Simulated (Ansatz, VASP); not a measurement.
One calculation of Ni, two programs

```
Ni
1.0
     0.00000    1.72591    1.72591
     1.72591    0.00000    1.72591
     1.72591    1.72591    0.00000
Ni
1
Direct
  0.00000 0.00000 0.00000
```

Alike in both runs: task single point; functional r2SCAN; k mesh 13 × 13 × 13; occupations fermi-dirac, width 0.05 eV; collinear spin.

```csv
,VASP,Ansatz
version,VASP 6.6.1,Ansatz 0.2.0
potentials or method,"VASP PAW PBE potentials, release 64 (Ni)",Ansatz PAW
plane-wave cutoff (eV),520,500
valence electrons in the cell,10,18
```

```csv
,VASP,Ansatz,Ansatz less VASP
gap on the k mesh at the Fermi level (eV),none,none,-
pressure (GPa),5.1,4.7,-0.36
net moment per atom (μB),0.66,0.68,+0.023
size of the moment on the site where the two differ most (μB),0.68,0.75,+0.071
```

VASP's potentials were made for PBE, not for r2SCAN. Site moments also hang on the region over which each program counts them. A gap of «none» marks a metal or a gap that the smearing closes. VASP's potentials hold 10 valence electrons a cell and Ansatz's 18, so a difference there can come from the potentials and not from the codes.

Noted on Ansatz's run: the magnetic or orbital state may not be the lowest.
